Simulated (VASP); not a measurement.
# Cr (P6_3/mmc) in VASP: further runs

Runs on Cr. Level: PBE. Tasks: single point, relaxation of cell and atoms.

Everything below comes from runs of VASP 6.6.1. Logs are shortened: lines on timing, memory, paths and dates and some standing lists are left out, and cuts for length are marked.

### Step 1. The cell of the first run

The structure is hexagonal, space group P6_3/mmc (No. 194). The conventional cell has a = 3.803 Å, b = 3.803 Å, c = 4.428 Å, α = 90.00°, β = 90.00°, γ = 120.00°. Within 2.9 Å of Cr (site symmetry -6m2) lie 5 Cr at 2.20 to 2.21 Å. Cr (site symmetry -6m2) has 3 Cr at 2.20 Å within 2.9 Å.

### Step 2. Single point, PBE

The input, INCAR:

```
PREC = Accurate ; ENCUT = 520
EDIFF = 1E-6 ; ISMEAR = 0
SIGMA = 0.1 ; LREAL = F
LASPH = T ; NELM = 100
ALGO = Normal ; ISIF = 2
LWAVE = F ; LCHARG = T
GGA = PE ; LELF = T
LVHAR = T ; NBANDS = 32
```

The input, KPOINTS:

```
Automatic mesh
0
Gamma
  6 6 2
```

The input, POSCAR:

```
Cr
1.0
    3.8034697405      0.0000000000      0.0000000000
   -1.9017348703      3.2939014178      0.0000000000
    0.0000000000      0.0000000000      4.4275574967
Cr
4
Direct
    0.0000000000      0.0000000000      0.2500000000
    0.0000000000      0.0000000000      0.7500000000
    0.3333333333      0.6666666667      0.7500000000
    0.6666666667      0.3333333333      0.2500000000
```

Potentials or basis: VASP PAW PBE potentials, release 64 (Cr_pv).

Started as:

```bash
$ cat potpaw_PBE.64/Cr_pv/POTCAR > POTCAR
$ mpirun -np 1 vasp_std > vasp.out
```

OUTCAR:

```text
PREC = Accurate
   ENCUT = 520
   EDIFF = 1E-6
   ISMEAR = 0
   LREAL = F
   LASPH = T
   NELM = 100
   ISIF = 2
   GGA = PE

 ion  position               nearest neighbor table
   1  0.000  0.000  0.250-   4 2.20   4 2.20   4 2.20   2 2.21   2 2.21   3 3.12   3 3.12   3 3.12
                             3 3.12   3 3.12   3 3.12
   2  0.000  0.000  0.750-   3 2.20   3 2.20   3 2.20   1 2.21   1 2.21   4 3.12   4 3.12   4 3.12
                             4 3.12   4 3.12   4 3.12
   3  0.333  0.667  0.750-   2 2.20   2 2.20   2 2.20   4 3.12   4 3.12   4 3.12   4 3.12   1 3.12
                             1 3.12   1 3.12   1 3.12   1 3.12   1 3.12   4 3.12   4 3.12
   4  0.667  0.333  0.250-   1 2.20   1 2.20   1 2.20   3 3.12   3 3.12   3 3.12   3 3.12   2 3.12
                             2 3.12   2 3.12   2 3.12   2 3.12   2 3.12   3 3.12   3 3.12

  LATTYP: Found a hexagonal cell.
 ALAT       =     3.8034697405
 C/A-ratio  =     1.1640837968

  Lattice vectors:

 A1 = (   3.8034697405,   0.0000000000,   0.0000000000)
 A2 = (  -1.9017348703,   3.2939014178,   0.0000000000)
 A3 = (   0.0000000000,   0.0000000000,   4.4275574967)

Analysis of symmetry for initial positions (statically):
=====================================================================
 Subroutine PRICEL returns:
 Original cell was already a primitive cell.

 Routine SETGRP: Setting up the symmetry group for a
 hexagonal supercell.

 Subroutine GETGRP returns: Found 24 space group operations
 (whereof 12 operations were pure point group operations)
 out of a pool of 24 trial point group operations.

The static configuration has the point symmetry D_3d.
 The point group associated with its full space group is D_6h.

Analysis of symmetry for dynamics (positions and initial velocities):
=====================================================================
 Subroutine PRICEL returns:
 Original cell was already a primitive cell.

 Routine SETGRP: Setting up the symmetry group for a
 hexagonal supercell.

 Subroutine GETGRP returns: Found 24 space group operations
 (whereof 12 operations were pure point group operations)
 out of a pool of 24 trial point group operations.

The dynamic configuration has the point symmetry D_3d.
 The point group associated with its full space group is D_6h.

 Subroutine INISYM returns: Found 24 space group operations
 (whereof 12 operations are pure point group operations),
 and found     1 'primitive' translations

----------------------------------------------------------------------------------------

                                     Primitive cell

  volume of cell :      55.4696

  direct lattice vectors                    reciprocal lattice vectors
     3.803469741  0.000000000  0.000000000     0.262917827  0.151795678  0.000000000
    -1.901734870  3.293901418  0.000000000     0.000000000  0.303591357  0.000000000
     0.000000000  0.000000000  4.427557497     0.000000000  0.000000000  0.225858162

  length of vectors
     3.803469741  3.803469741  4.427557497     0.303591357  0.303591357  0.225858162

  position of ions in fractional coordinates (direct lattice)
     0.000000000  0.000000000  0.250000000
     0.000000000  0.000000000  0.750000000
     0.333333333  0.666666667  0.750000000
     0.666666667  0.333333333  0.250000000

  ion indices of the primitive-cell ions
   primitive index   ion index
                 1           1
                 2           2
                 3           3
                 4           4

----------------------------------------------------------------------------------------

 KPOINTS: Automatic mesh

Automatic generation of k-mesh.
 Grid dimensions read from file:
 generate k-points for:    6    6    2

 Generating k-lattice:

  Cartesian coordinates                     Fractional coordinates (reciprocal lattice)
     0.043819638  0.025299280  0.000000000     0.166666667  0.000000000  0.000000000
     0.000000000  0.050598559  0.000000000     0.000000000  0.166666667  0.000000000
     0.000000000  0.000000000  0.112929081     0.000000000  0.000000000  0.500000000

  Length of vectors
     0.050598559  0.050598559  0.112929081

  Shift w.r.t. Gamma in fractional coordinates (k-lattice)
     0.000000000  0.000000000  0.000000000

 Subroutine IBZKPT returns following result:
 ===========================================

 Found     14 irreducible k-points:

 Following reciprocal coordinates:
            Coordinates               Weight
  0.000000  0.000000  0.000000      1.000000
  0.166667 -0.000000  0.000000      6.000000
  0.333333 -0.000000  0.000000      6.000000
  0.500000  0.000000  0.000000      3.000000
  0.166667  0.166667  0.000000      6.000000
  0.333333  0.166667  0.000000     12.000000
  0.333333  0.333333  0.000000      2.000000
  0.000000  0.000000  0.500000      1.000000
  0.166667 -0.000000  0.500000      6.000000
  0.333333 -0.000000  0.500000      6.000000
  0.500000  0.000000  0.500000      3.000000
  0.166667  0.166667  0.500000      6.000000
  0.333333  0.166667  0.500000     12.000000
  0.333333  0.333333  0.500000      2.000000
   k-points           NKPTS =     14   k-points in BZ     NKDIM =     14   number of bands    NBANDS=     32
   number of dos      NEDOS =    301   number of ions     NIONS =      4
   total plane-waves  NPLWV =  28224
   dimension x,y,z NGX =    28 NGY =   28 NGZ =   36
   dimension x,y,z NGXF=    56 NGYF=   56 NGZF=   72
   ions per type =               4
   NGX,Y,Z   is equivalent  to a cutoff of  12.24, 12.24, 13.52 a.u.
   NGXF,Y,Z  is equivalent  to a cutoff of  24.48, 24.48, 27.03 a.u.
 SYSTEM =  unknown system
   PREC   = accura    normal or accurate (medium, high low for compatibility)
   ISTART =      0    job   : 0-new  1-cont  2-samecut
   ICHARG =      2    charge: 1-file 2-atom 10-const
   ISPIN  =      1    spin polarized calculation?
   LNONCOLLINEAR =      F non collinear calculations
   LSORBIT =      F    spin-orbit coupling
   LASPH  =      T    aspherical Exc in radial PAW
   ENCUT  =  520.0 eV  38.22 Ry    6.18 a.u.   7.07  7.07  8.23*2*pi/ulx,y,z
   NELM   =    100;   NELMIN=  2; NELMDL= -5     # of ELM steps
   EDIFF  = 0.1E-05   stopping-criterion for ELM
   LREAL  =      F    real-space projection
   EDIFFG = 0.1E-04   stopping-criterion for IOM
   NSW    =      0    number of steps for IOM
   IBRION =     -1    ionic relax: 0-MD 1-quasi-New 2-CG
   NFREE  =      0    steps in history (QN), initial steepest desc. (CG)
   ISIF   =      2    stress and relaxation
   ISYM   =      2    0-nonsym 1-usesym 2-fastsym
   POTIM  = 0.5000    time-step for ionic-motion
   TEBEG  =    0.0;   TEEND  =   0.0 temperature during run
   PSTRESS=    0.0 pullay stress
   NELECT =      48.0000    total number of electrons
   NUPDOWN=      -1.0000    fix difference up-down
   EMIN   =  10.00;   EMAX   =-10.00  energy-range for DOS
   EFERMI =   0.00;   METHOD = LEGACY
   ISMEAR =     0;   SIGMA  =   0.10  broadening in eV -4-tet -1-fermi 0-gaus
   EFERMI_NEDOS =   21; number of points for ismear=-14 and -15
   IALGO  =     38    algorithm
   IMIX   =      4    mixing-type and parameters
     AMIX     =   0.40;   BMIX     =  1.00
     AMIX_MAG =   1.60;   BMIX_MAG =  1.00
  volume/ion in A,a.u.               =      13.87        93.58
  Fermi-wavevector in a.u.,A,eV,Ry     =   1.560044  2.948057 33.113027  2.433739
  Thomas-Fermi vector in A             =   2.663314
   LORBIT       =      0    0 simple, 1 ext, 2 COOP (PROOUT), +10 PAW based schemes
   GGA     = PE    functional components
   LHFCALC =     F    Hartree Fock is set to
   AEXX    =    0.0000 exact exchange contribution
   IVDW    =     0    specifies the selected vdW correction
   LEPSILON=     F    determine dielectric tensor
   LRPA    =     F    only Hartree local field effects (RPA)
 non-spin polarized calculation
 Gauss-broadening in eV      SIGMA  =   0.10
  energy-cutoff  :      520.00
  volume of cell :       55.47
 maximum number of plane-waves:      1515
   NGX = 15   NGY = 15   NGZ = 17

 number of electron      48.0000017 magnetization

 Free energy of the ion-electron system (eV)
  ---------------------------------------------------
  ext. energy  EPLUGINS =         0.00000000
  ---------------------------------------------------
  free energy    TOTEN  =       -33.78956937 eV

  energy without entropy =      -33.77541545  energy(sigma->0) =      -33.78249241

 E-fermi :   8.3451     XC(G=0): -12.4065

 val. band max:        8.3376348542   @ k =   0.1667   0.1667   0.0000
 cond. band min:       8.3683451907   @ k =   0.3333  -0.0000   0.0000
 fundamental gap:      0.0307103365
 Fermi energy:         8.3451432135

 k-point     1 :       0.0000    0.0000    0.0000
  band No.  band energies     occupation
      1     -35.2460      2.00000
      2     -34.8711      2.00000
      3     -34.8711      2.00000
      4     -34.7783      2.00000
      5     -34.7783      2.00000
      6     -34.5317      2.00000
[... 24 lines left out ...]
     31      10.0950      0.00000
     32      10.7827      0.00000

 k-point     2 :       0.1667   -0.0000    0.0000
  band No.  band energies     occupation
      1     -35.2339      2.00000
      2     -34.9055      2.00000
      3     -34.8290      2.00000
      4     -34.7931      2.00000
      5     -34.7212      2.00000
      6     -34.5394      2.00000
[... 24 lines left out ...]
     31      10.7157      0.00000
     32      10.8924      0.00000
[... 383 lines left out ...]
     31      10.6177      0.00000
     32      10.6177      0.00000

 k-point    14 :       0.3333    0.3333    0.5000
  band No.  band energies     occupation
      1     -34.9729      2.00000
      2     -34.9729      2.00000
      3     -34.5437      2.00000
      4     -34.5437      2.00000
      5     -34.4525      2.00000
      6     -34.4525      2.00000
[... 24 lines left out ...]
     31      11.3654      0.00000
     32      11.3654      0.00000

------------------------ aborting loop because EDIFF is reached ----------------------------------------

  FORCE on cell =-STRESS in cart. coord.  units (eV):
  Direction    XX          YY          ZZ          XY          YZ          ZX
  --------------------------------------------------------------------------------------
  -------------------------------------------------------------------------------------
  Total        0.0755692      0.0755692      0.0101234     -0.0000000      0.0000000      0.0000000
  in kB        2.1827334      2.1827334      0.2924026     -0.0000000      0.0000000      0.0000000
  external PRESSURE =       1.5526231 kB  Pullay stress =       0.0000000 kB

 VOLUME and BASIS-vectors are now :
 -----------------------------------------------------------------------------
  energy-cutoff  :      520.00
  volume of cell :       55.47
      direct lattice vectors                 reciprocal lattice vectors
     3.803469741  0.000000000  0.000000000     0.262917827  0.151795678  0.000000000
    -1.901734870  3.293901418  0.000000000     0.000000000  0.303591357  0.000000000
     0.000000000  0.000000000  4.427557497     0.000000000  0.000000000  0.225858162

 POSITION                                       TOTAL-FORCE (eV/Angst)
 -----------------------------------------------------------------------------------
      0.00000      0.00000      1.10689        -0.000000      0.000000     -0.000000
      0.00000      0.00000      3.32067         0.000000      0.000000     -0.000000
     -0.00000      2.19593      3.32067         0.000000     -0.000000      0.000000
      1.90173      1.09797      1.10689        -0.000000      0.000000      0.000000
 -----------------------------------------------------------------------------------
    total drift:                                0.000000     -0.000000      0.000000

  FREE ENERGIE OF THE ION-ELECTRON SYSTEM (eV)
  ---------------------------------------------------
  free  energy   TOTEN  =       -33.7895693748 eV

  energy  without entropy=      -33.7754154511  energy(sigma->0) =      -33.78249241
```

Wall time 30 s (1 thread of Intel Xeon Platinum 8259CL at 2.50GHz (Skylake/Cascade Lake), shared host); peak memory 0.17 GiB.

Results:

- Free energy: -33.7896 eV
- Pressure: 0.2 GPa
- Band gap on the k mesh: zero (band 24 reaches 8.40 eV, above the bottom of band 25 at 8.19 eV)

Levels at points of the mesh, in eV from the Fermi level:
```csv
k point,band 22,band 23,band 24,band 25,band 26,band 27
"(0.00, 0.00, 0.00)",-0.67,-0.67,0.05,0.05,0.51,0.51
"(0.50, 0.00, 0.00)",-1.20,-0.68,-0.49,0.54,1.11,1.32
"(0.00, 0.00, 0.50)",-0.37,-0.37,-0.37,0.43,0.43,0.43
"(0.50, 0.00, 0.50)",-1.38,-0.87,-0.87,0.33,0.33,1.86
```

Caveat: the k points lie up to 0.71 Å⁻¹ apart; the run has no spin polarisation, though such a crystal can be magnetic. Spin polarisation is off, so any magnetic state and its effect on volume and gap are missing.

### Step 3. Single point, PBE

This run uses another cell than the first one, of 13.83 Å³/atom, 0.998 times its volume.

The input, INCAR:

```
PREC = Accurate
ENCUT = 520
EDIFF = 1E-6
ISMEAR = 0
SIGMA = 0.1
LREAL = False
LASPH = True
NELM = 80
ALGO = Normal
ISIF = 2
LWAVE = False
LCHARG = True
GGA = PE
LELF = True
LVHAR = True
NBANDS = 32
```

The input, KPOINTS:

```
regular mesh
0
Gamma
  6 6 4
```

The input, POSCAR:

```
Cr
1.0
    3.8172216440      0.0000000000      0.0000000000
   -1.9086108220      3.3058109156      0.0000000000
    0.0000000000      0.0000000000      4.3853875339
Cr
4
Direct
    0.0000000000      0.0000000000      0.2500000000
    0.0000000000      0.0000000000      0.7500000000
    0.3333333333      0.6666666667      0.7500000000
    0.6666666667      0.3333333333      0.2500000000
```

Potentials or basis: VASP PAW PBE potentials, release 64 (Cr_pv).

Started as:

```bash
$ cat potpaw_PBE.64/Cr_pv/POTCAR > POTCAR
$ mpirun -np 1 vasp_std > vasp.out
```

Run time: 38 s. Hardware: 1 thread of Intel Xeon Platinum 8259CL at 2.50GHz (Skylake/Cascade Lake), shared host; peak memory 0.18 GiB.

Results (log left out):

```yaml
Free_energy: -33.8771 eV
Pressure: 0.1 GPa
Band_gap_on_the_k_mesh: zero (band 24 reaches 8.39 eV, above the bottom of band 25 at 7.90 eV)
```

Stress tensor (GPa, compression positive):
```
0.16 0.00 0.00
0.00 0.16 0.00
0.00 0.00 0.04
```

Levels at points of the mesh, in eV from the Fermi level:
```csv
k point,band 21,band 22,band 23,band 24,band 25,band 26,band 27,band 28
"(0.00, 0.00, 0.00)",-0.62,-0.58,-0.58,0.13,0.13,0.64,0.64,0.72
"(0.50, 0.00, 0.00)",-1.15,-1.09,-0.59,-0.36,0.69,1.18,1.37,2.41
"(0.00, 0.00, 0.50)",-0.29,-0.29,-0.29,-0.29,0.54,0.54,0.54,0.54
"(0.50, 0.00, 0.50)",-1.28,-1.28,-0.73,-0.73,0.45,0.45,1.95,1.95
```

Caveat: the run has no spin polarisation, though such a crystal can be magnetic. Spin polarisation is off, so any magnetic state and its effect on volume and gap are missing.

[end of part 1 of 2]
